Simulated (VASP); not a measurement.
Wanted: the native input for a VASP 6.6.1 run.

* Task: single point
* Functional: PBE
* Potentials or basis: VASP PAW PBE potentials, release 64 (Y_sv, Si, O)
* Cutoff: 520 eV
* k mesh: 12 × 12 × 6
* Occupations: gaussian, width 0.1 eV
* Spin: no spin polarisation
* Dipole correction: no
* Further INCAR settings: ALGO = Normal; EDIFF = 1e-07; NBANDS = 29

The structure of Y2Si3O lies in POSCAR:

```
Y2Si3O
1.0
    4.7090541517      0.0000000000      0.0000000000
   -2.3545270759      4.0781605231      0.0000000000
    0.0000000000      0.0000000000      7.7570154262
Y Si O
2 3 1
Direct
    0.0000000000      0.0000000000      0.0000000000
    0.6666666667      0.3333333333      0.5000000000
    0.3333333333      0.6666666667      0.5000000000
    0.6666666667      0.3333333333      0.8569714653
    0.6666666667      0.3333333333      0.1430285347
    0.0000000000      0.0000000000      0.5000000000
```

One way to write it, as run:

INCAR

```
PREC = Accurate
ENCUT = 520
EDIFF = 1E-7
ISMEAR = 0
SIGMA = 0.1
LREAL = False
LASPH = True
NELM = 80
ALGO = Normal
ISIF = 2
LWAVE = False
LCHARG = True
GGA = PE
LELF = True
LVHAR = True
NBANDS = 29
```

KPOINTS

```
Automatic mesh
0
Gamma
  12 12 6
```

Potentials or basis: VASP PAW PBE potentials, release 64 (Y_sv, Si, O).

The run is started by

```sh
$ cat potpaw_PBE.64/Y_sv/POTCAR potpaw_PBE.64/Si/POTCAR potpaw_PBE.64/O/POTCAR > POTCAR
$ mpirun -np 1 vasp_std > vasp.out
```

Results of the run:

The pressure is -0.1 GPa and the band gap on the k mesh is zero (bands 20 and 21 overlap by 0.57 eV).

Run time: 4.1 min on 1 thread of AMD EPYC 9R45 96-Core Processor (Zen 5) (shared host), peak memory 0.46 GiB.
